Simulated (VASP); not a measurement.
# Os (Fd-3m) in VASP: single point with PBE

Aim: the single point of Os with PBE.

All numbers are computed with VASP 6.6.1; they aren't measurements. Logs are shortened: lines on timing, memory, paths and dates and some standing lists are left out, and cuts for length are marked.

## (1) The cell of the first run

The structure is cubic, space group Fd-3m (No. 227). The conventional cell has a = 5.556 Å, b = 5.556 Å, c = 5.556 Å, α = 90.00°, β = 90.00°, γ = 90.00°. Within 3.2 Å of Os (site symmetry -43m) lie 4 Os at 2.41 Å.

This isn't the form of Os at room conditions, which is hcp.

## (2) Single point, PBE (21.44 Å³/atom)

Contents of INCAR:

```
PREC = Accurate
ENCUT = 520
EDIFF = 1E-7
ISMEAR = -1
SIGMA = 0.08
LREAL = False
LASPH = True
NELM = 60
ALGO = Normal
ISIF = 2
LWAVE = False
LCHARG = False
GGA = PE
NBANDS = 15
```

Contents of KPOINTS:

```
Automatic mesh
0
Gamma
  13 13 13
```

Contents of POSCAR:

```
Os
1.0
    0.0000000000      2.7780849445      2.7780849445
    2.7780849445      0.0000000000      2.7780849445
    2.7780849445      2.7780849445      0.0000000000
Os
2
Direct
   -0.1250000000     -0.1250000000     -0.1250000000
    0.1250000000      0.1250000000      0.1250000000
```

Potentials or basis: VASP PAW PBE potentials, release 64 (Os).

Started as:

```bash
> cat potpaw_PBE.64/Os/POTCAR > POTCAR
> mpirun -np 1 vasp_std > vasp.out
```

OUTCAR:

```text
PREC = Accurate
   ENCUT = 520
   EDIFF = 1E-7
   ISMEAR = -1
   LREAL = False
   LASPH = True
   NELM = 60
   ISIF = 2
   GGA = PE

 ion  position               nearest neighbor table
   1  0.875  0.875  0.875-   2 2.41   2 2.41   2 2.41   2 2.41
   2  0.125  0.125  0.125-   1 2.41   1 2.41   1 2.41   1 2.41

  LATTYP: Found a face centered cubic cell.
 ALAT       =     5.5561698890

  Lattice vectors:

 A1 = (   0.0000000000,   2.7780849445,   2.7780849445)
 A2 = (   2.7780849445,   0.0000000000,   2.7780849445)
 A3 = (   2.7780849445,   2.7780849445,   0.0000000000)

Analysis of symmetry for initial positions (statically):
=====================================================================
 Subroutine PRICEL returns:
 Original cell was already a primitive cell.

 Routine SETGRP: Setting up the symmetry group for a
 face centered cubic supercell.

 Subroutine GETGRP returns: Found 48 space group operations
 (whereof 12 operations were pure point group operations)
 out of a pool of 48 trial point group operations.

The static configuration has the point symmetry D_3d.
 The point group associated with its full space group is O_h .

Analysis of symmetry for dynamics (positions and initial velocities):
=====================================================================
 Subroutine PRICEL returns:
 Original cell was already a primitive cell.

 Routine SETGRP: Setting up the symmetry group for a
 face centered cubic supercell.

 Subroutine GETGRP returns: Found 48 space group operations
 (whereof 12 operations were pure point group operations)
 out of a pool of 48 trial point group operations.

The dynamic configuration has the point symmetry D_3d.
 The point group associated with its full space group is O_h .

 Subroutine INISYM returns: Found 48 space group operations
 (whereof 12 operations are pure point group operations),
 and found     1 'primitive' translations

----------------------------------------------------------------------------------------

                                     Primitive cell

  volume of cell :      42.8812

  direct lattice vectors                    reciprocal lattice vectors
     0.000000000  2.778084945  2.778084945    -0.179980098  0.179980098  0.179980098
     2.778084945  0.000000000  2.778084945     0.179980098 -0.179980098  0.179980098
     2.778084945  2.778084945  0.000000000     0.179980098  0.179980098 -0.179980098

  length of vectors
     3.928805406  3.928805406  3.928805406     0.311734674  0.311734674  0.311734674

  position of ions in fractional coordinates (direct lattice)
     0.875000000  0.875000000  0.875000000
     0.125000000  0.125000000  0.125000000

  ion indices of the primitive-cell ions
   primitive index   ion index
                 1           1
                 2           2

----------------------------------------------------------------------------------------

 KPOINTS: Automatic mesh

Automatic generation of k-mesh.
 Grid dimensions read from file:
 generate k-points for:   13   13   13

 Generating k-lattice:

  Cartesian coordinates                     Fractional coordinates (reciprocal lattice)
    -0.013844623  0.013844623  0.013844623     0.076923077  0.000000000  0.000000000
     0.013844623 -0.013844623  0.013844623     0.000000000  0.076923077  0.000000000
     0.013844623  0.013844623 -0.013844623     0.000000000  0.000000000  0.076923077

  Length of vectors
     0.023979590  0.023979590  0.023979590

  Shift w.r.t. Gamma in fractional coordinates (k-lattice)
     0.000000000  0.000000000  0.000000000

 Subroutine IBZKPT returns following result:
 ===========================================

 Found     84 irreducible k-points:

 Following reciprocal coordinates:
            Coordinates               Weight
  0.000000  0.000000  0.000000      1.000000
  0.076923  0.000000  0.000000      8.000000
  0.153846  0.000000  0.000000      8.000000
  0.230769  0.000000  0.000000      8.000000
  0.307692  0.000000  0.000000      8.000000
  0.384615  0.000000  0.000000      8.000000
[... 16 lines left out ...]
  0.384615  0.153846  0.000000     24.000000
  0.461538  0.153846  0.000000     24.000000
 [... further k-points ...]
   k-points           NKPTS =     84   k-points in BZ     NKDIM =     84   number of bands    NBANDS=     15
   number of dos      NEDOS =    301   number of ions     NIONS =      2
   total plane-waves  NPLWV =  27000
   dimension x,y,z NGX =    30 NGY =   30 NGZ =   30
   dimension x,y,z NGXF=    60 NGYF=   60 NGZF=   60
   ions per type =               2
   NGX,Y,Z   is equivalent  to a cutoff of  12.69, 12.69, 12.69 a.u.
   NGXF,Y,Z  is equivalent  to a cutoff of  25.39, 25.39, 25.39 a.u.
 SYSTEM =  unknown system
   PREC   = accura    normal or accurate (medium, high low for compatibility)
   ISTART =      0    job   : 0-new  1-cont  2-samecut
   ICHARG =      2    charge: 1-file 2-atom 10-const
   ISPIN  =      1    spin polarized calculation?
   LNONCOLLINEAR =      F non collinear calculations
   LSORBIT =      F    spin-orbit coupling
   LASPH  =      T    aspherical Exc in radial PAW
   ENCUT  =  520.0 eV  38.22 Ry    6.18 a.u.   7.30  7.30  7.30*2*pi/ulx,y,z
   NELM   =     60;   NELMIN=  2; NELMDL= -5     # of ELM steps
   EDIFF  = 0.1E-06   stopping-criterion for ELM
   LREAL  =      F    real-space projection
   EDIFFG = 0.1E-05   stopping-criterion for IOM
   NSW    =      0    number of steps for IOM
   IBRION =     -1    ionic relax: 0-MD 1-quasi-New 2-CG
   NFREE  =      0    steps in history (QN), initial steepest desc. (CG)
   ISIF   =      2    stress and relaxation
   ISYM   =      2    0-nonsym 1-usesym 2-fastsym
   POTIM  = 0.5000    time-step for ionic-motion
   TEBEG  =    0.0;   TEEND  =   0.0 temperature during run
   PSTRESS=    0.0 pullay stress
   NELECT =      16.0000    total number of electrons
   NUPDOWN=      -1.0000    fix difference up-down
   EMIN   =  10.00;   EMAX   =-10.00  energy-range for DOS
   EFERMI =   0.00;   METHOD = LEGACY
   ISMEAR =    -1;   SIGMA  =   0.08  broadening in eV -4-tet -1-fermi 0-gaus
   EFERMI_NEDOS =   21; number of points for ismear=-14 and -15
   IALGO  =     38    algorithm
   IMIX   =      4    mixing-type and parameters
     AMIX     =   0.40;   BMIX     =  1.00
     AMIX_MAG =   1.60;   BMIX_MAG =  1.00
  volume/ion in A,a.u.               =      21.44       144.69
  Fermi-wavevector in a.u.,A,eV,Ry     =   1.178581  2.227194 18.899204  1.389052
  Thomas-Fermi vector in A             =   2.314907
   LORBIT       =      0    0 simple, 1 ext, 2 COOP (PROOUT), +10 PAW based schemes
   GGA     = PE    functional components
   LHFCALC =     F    Hartree Fock is set to
   AEXX    =    0.0000 exact exchange contribution
   IVDW    =     0    specifies the selected vdW correction
   LEPSILON=     F    determine dielectric tensor
   LRPA    =     F    only Hartree local field effects (RPA)
 non-spin polarized calculation
  energy-cutoff  :      520.00
  volume of cell :       42.88
 maximum number of plane-waves:      1185
 NGX is ok and might be reduce to    30
   NGX = 15   NGY = 15   NGZ = 15

 number of electron      15.9999998 magnetization

 Free energy of the ion-electron system (eV)
  ---------------------------------------------------
  ext. energy  EPLUGINS =         0.00000000
  ---------------------------------------------------
  free energy    TOTEN  =       -20.01974335 eV

  energy without entropy =      -19.98475906  energy(sigma->0) =      -20.00225120

 E-fermi :   4.3751     XC(G=0): -11.2215

 val. band max:        4.3498017618   @ k =   0.3077   0.1538   0.0769
 cond. band min:       4.4118254351   @ k =   0.4615   0.0769   0.0000
 fundamental gap:      0.0620236734
 Fermi energy:         4.3750799230

 k-point     1 :       0.0000    0.0000    0.0000
  band No.  band energies     occupation
      1      -3.1694      2.00000
      2       0.2256      2.00000
      3       0.2256      2.00000
      4       0.8322      2.00000
      5       0.8322      2.00000
      6       0.8322      2.00000
      7       3.8307      1.99778
      8       3.8307      1.99778
      9       3.8307      1.99778
     10       6.8958      0.00000
     11       6.8958      0.00000
     12      15.6370      0.00000
     13      15.6919      0.00000
     14      17.1932      0.00000
     15      17.1932      0.00000

 k-point     2 :       0.0769    0.0000    0.0000
  band No.  band energies     occupation
      1      -3.0612      2.00000
      2       0.1564      2.00000
      3       0.1564      2.00000
      4       0.8175      2.00000
      5       0.9454      2.00000
      6       0.9454      2.00000
      7       3.7104      1.99951
      8       3.8133      1.99822
      9       3.8133      1.99822
     10       6.8864      0.00000
     11       6.8864      0.00000
     12      15.1886      0.00000
     13      15.7093      0.00000
     14      17.1454      0.00000
     15      17.1454      0.00000

 k-point     3 :       0.1538    0.0000    0.0000
  band No.  band energies     occupation
      1      -2.7477      2.00000
      2       0.0580      2.00000
      3       0.0580      2.00000
      4       0.7794      2.00000
      5       1.1470      2.00000
      6       1.1470      2.00000
      7       3.3999      1.99999
      8       3.7959      1.99857
      9       3.7959      1.99857
     10       6.8508      0.00000
     11       6.8508      0.00000
     12      13.8885      0.00000
     13      15.1529      0.00000
     14      16.6661      0.00000
     15      16.6661      0.00000

 k-point     4 :       0.2308    0.0000    0.0000
  band No.  band energies     occupation
      1      -2.2662      2.00000
      2       0.0246      2.00000
      3       0.0246      2.00000
      4       0.7286      2.00000
      5       1.2655      2.00000
      6       1.2655      2.00000
      7       3.0253      2.00000
      8       3.8670      1.99652
      9       3.8670      1.99652
     10       6.7696      0.00000
     11       6.7696      0.00000
     12      11.9277      0.00000
     13      14.7008      0.00000
     14      15.8067      0.00000
     15      15.8067      0.00000
[... 307 lines left out ...]
 k-point    22 :       0.3077    0.1538    0.0000
  band No.  band energies     occupation
      1      -1.7080      2.00000
      2      -0.4662      2.00000
      3       0.6252      2.00000
      4       0.6521      2.00000
      5       0.9484      2.00000
      6       1.7579      2.00000
      7       2.3221      2.00000
      8       4.1142      1.92616
      9       4.4671      0.48082
     10       5.9338      0.00000
     11       7.1436      0.00000
     12      11.1522      0.00000
     13      13.3156      0.00000
     14      13.8777      0.00000
     15      14.7842      0.00000

 k-point    23 :       0.3846    0.1538    0.0000
  band No.  band energies     occupation
      1      -1.1451      2.00000
      2      -0.4151      2.00000
      3       0.4821      2.00000
      4       0.6847      2.00000
      5       0.9003      2.00000
      6       1.6315      2.00000
      7       2.5323      2.00000
      8       4.1446      1.89382
      9       4.6930      0.03688
     10       5.8212      0.00000
     11       7.0134      0.00000
     12       9.3541      0.00000
     13      12.8388      0.00000
     14      13.0645      0.00000
     15      14.7673      0.00000

 k-point    24 :       0.4615    0.1538    0.0000
  band No.  band energies     occupation
      1      -0.6707      2.00000
      2      -0.3240      2.00000
      3       0.3563      2.00000
      4       0.5556      2.00000
      5       1.0052      2.00000
      6       1.4413      2.00000
      7       2.8818      2.00000
      8       4.3200      1.33148
      9       4.6450      0.06626
     10       6.0078      0.00000
     11       6.7418      0.00000
     12       7.9318      0.00000
     13      12.3702      0.00000
     14      12.6698      0.00000
     15      14.8004      0.00000

 [... further k-points ...]
[... 5 lines left out ...]
  --------------------------------------------------------------------------------------
  -------------------------------------------------------------------------------------
  Total       -0.2981315     -0.2981315     -0.2981315      0.0000000      0.0000000      0.0000000
  in kB      -11.1391476    -11.1391476    -11.1391476      0.0000000      0.0000000      0.0000000
  external PRESSURE =     -11.1391476 kB  Pullay stress =       0.0000000 kB

 VOLUME and BASIS-vectors are now :
 -----------------------------------------------------------------------------
  energy-cutoff  :      520.00
  volume of cell :       42.88
      direct lattice vectors                 reciprocal lattice vectors
     0.000000000  2.778084945  2.778084945    -0.179980098  0.179980098  0.179980098
     2.778084945  0.000000000  2.778084945     0.179980098 -0.179980098  0.179980098
     2.778084945  2.778084945  0.000000000     0.179980098  0.179980098 -0.179980098

 POSITION                                       TOTAL-FORCE (eV/Angst)
 -----------------------------------------------------------------------------------
      4.86165      4.86165      4.86165        -0.000000     -0.000000     -0.000000
      0.69452      0.69452      0.69452         0.000000      0.000000      0.000000
 -----------------------------------------------------------------------------------
    total drift:                               -0.000000      0.000000      0.000000

  FREE ENERGIE OF THE ION-ELECTRON SYSTEM (eV)
  ---------------------------------------------------
  free  energy   TOTEN  =       -20.0197433466 eV

  energy  without entropy=      -19.9847590606  energy(sigma->0) =      -20.00225120
```

It took 22 s on 1 thread of Intel Xeon 6975P-C (Granite Rapids), shared host; peak memory 0.2 GiB.

What came out:

* Free energy: -20.0197 eV
* Pressure: -1.1 GPa
* Band gap on the k mesh: zero (bands 8 and 9 overlap by 1.19 eV)

Caveat: spin-orbit coupling is left out, which moves the levels of the heavy elements.
